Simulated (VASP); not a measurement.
Set up this calculation in VASP 6.6.1, as the native input.

```
Task                   : relaxation of cell and atoms
Functional             : PBE
Potentials or basis    : VASP PAW PBE potentials, release 64 (V_sv, Cd)
Cutoff                 : 600 eV
k mesh                 : 14 × 14 × 10
Occupations            : gaussian, width 0.1 eV
Spin                   : no spin polarisation
Dipole correction      : no
Further INCAR settings : ALGO = Normal; EDIFF = 1e-06; IBRION = 2; EDIFFG = -0.01; NSW = 100; ISIF = 3
```

The structure of VCd lies in POSCAR:

```
VCd
1.0
    2.9187246573      0.0000000000      0.0000000000
    0.0000000000      2.9187246573      0.0000000000
    0.0000000000      0.0000000000      3.9694655339
V Cd
1 1
Direct
    0.0000000000      0.0000000000      0.0000000000
    0.5000000000      0.5000000000      0.5000000000
```

One way to write it, as run:

INCAR

```
SYSTEM = VCd
PREC = Accurate
ENCUT = 600
EDIFF = 1E-6
ISMEAR = 0
SIGMA = 0.1
LREAL = .FALSE.
LASPH = .TRUE.
NELM = 100
ALGO = Normal
ISIF = 3
LWAVE = .FALSE.
LCHARG = .FALSE.
GGA = PE
IBRION = 2
NSW = 100
EDIFFG = -0.01
```

KPOINTS

```
Automatic mesh
0
G
  14 14 10
  0 0 0
```

Potentials or basis: VASP PAW PBE potentials, release 64 (V_sv, Cd).

The run is started by

```console
$ cat potpaw_PBE.64/V_sv/POTCAR potpaw_PBE.64/Cd/POTCAR > POTCAR
$ mpirun -np 1 vasp_std > vasp.out
```

Results of the run:

The relaxed volume is 16.89 Å³/atom, the relaxed cell is a = 2.757 Å, b = 2.757 Å, c = 4.443 Å, α = 90.00°, β = 90.00°, γ = 90.00° and the space group after relaxing (to 0.05 Å) is P4/mmm (No. 123). The energy gained by relaxing is 51.9 meV/atom. The ionic steps are 10 and the pressure after relaxing is 0.0 GPa.

It took 6.4 min on 1 thread of Intel(R) Xeon(R) Platinum 8488C (Sapphire Rapids) (shared host), peak memory 0.28 GiB.
